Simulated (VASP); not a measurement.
**BeTe: single point with PBE**

Crystal: BeTe.

```xyz
2
Lattice="0.0000 2.8286 2.8286 2.8286 0.0000 2.8286 2.8286 2.8286 0.0000" Properties=species:S:1:pos:R:3 pbc="T T T"
Be    0.0000    0.0000    0.0000
Te    1.4143    1.4143    1.4143
```

```json
{
 "Program": "VASP 6.6.1",
 "Task": "single point",
 "Functional": "PBE",
 "Potentials or basis": "VASP PAW PBE potentials, release 64 (Be, Te)",
 "Cutoff": "600 eV",
 "k mesh": "6 × 6 × 6",
 "Occupations": "fermi-dirac, width 0.5 eV",
 "Spin": "no spin polarisation"
}
```

```json
{
  "Pressure": "0.4 GPa",
  "Band gap on the k mesh": "2.01 eV, indirect (least direct gap 3.63 eV)"
}
```

Levels at points of the mesh, in eV from the valence-band top:
| k point | band 2 | band 3 | band 4 | band 5 | band 6 | band 7 |
| --- | --- | --- | --- | --- | --- | --- |
| (0.00, 0.00, 0.00) | 0.00 | 0.00 | 0.00 | 3.63 | 3.63 | 3.63 |
| (0.50, 0.00, 0.00) | -5.45 | -1.11 | -1.11 | 3.05 | 4.60 | 4.60 |
| (0.50, 0.50, 0.00) | -5.04 | -2.59 | -2.59 | 2.01 | 2.69 | 9.63 |

Wall time 7.5 s on 1 thread of AMD EPYC 9R45 96-Core Processor (Zen 5), with other jobs on the host, peak memory 0.15 GiB.

Caveat: spin-orbit coupling is left out, which moves the levels of the heavy elements. A k mesh can miss the band edges.
